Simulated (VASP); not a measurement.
## Hf: single point with RPBE+D3(BJ)

Crystal: Hf.

```
Hf
1.0
     2.96706    0.00000    0.00000
    -1.48353    2.56955    0.00000
     0.00000    0.00000    4.74937
Hf
2
Direct
  0.66667 0.33333 0.75000
  0.33333 0.66667 0.25000
```

```json
{
 "Program": "VASP 6.6.1",
 "Task": "single point",
 "Functional": "RPBE",
 "Dispersion": "D3(BJ)",
 "Potentials or basis": "VASP PAW PBE potentials, release 64 (Hf_pv)",
 "Cutoff": "520 eV",
 "k mesh": "10 × 10 × 5",
 "Occupations": "fermi-dirac, width 0.05 eV",
 "Spin": "no spin polarisation"
}
```

The pressure is -0.6 GPa. The band gap on the k mesh is zero (bands 10 and 11 overlap by 1.62 eV) and the dispersion energy per atom is -4.331 eV.

Stress tensor (GPa, compression positive):
```
-0.56  0.00  0.00
 0.00 -0.56  0.00
 0.00  0.00 -0.74
```

Levels at points of the mesh, in eV from the Fermi level:
```csv
k point,band 6,band 7,band 8,band 9,band 10,band 11,band 12,band 13,band 14,band 15
"(0.00, 0.00, 0.00)",-29.45,-8.04,-4.44,1.23,1.23,1.43,1.48,2.28,2.28,3.23
"(0.50, 0.00, 0.00)",-29.63,-3.70,-3.64,-3.00,-0.24,0.81,1.12,2.08,7.53,8.14
```

Run time: 29 s on 1 thread of Intel Xeon 8259CL, on a shared host, peak memory 0.17 GiB.

Caveat: the PAW data sets were made with another functional, which shifts forces and pressure a little; spin-orbit coupling is left out, which moves the levels of the heavy elements.
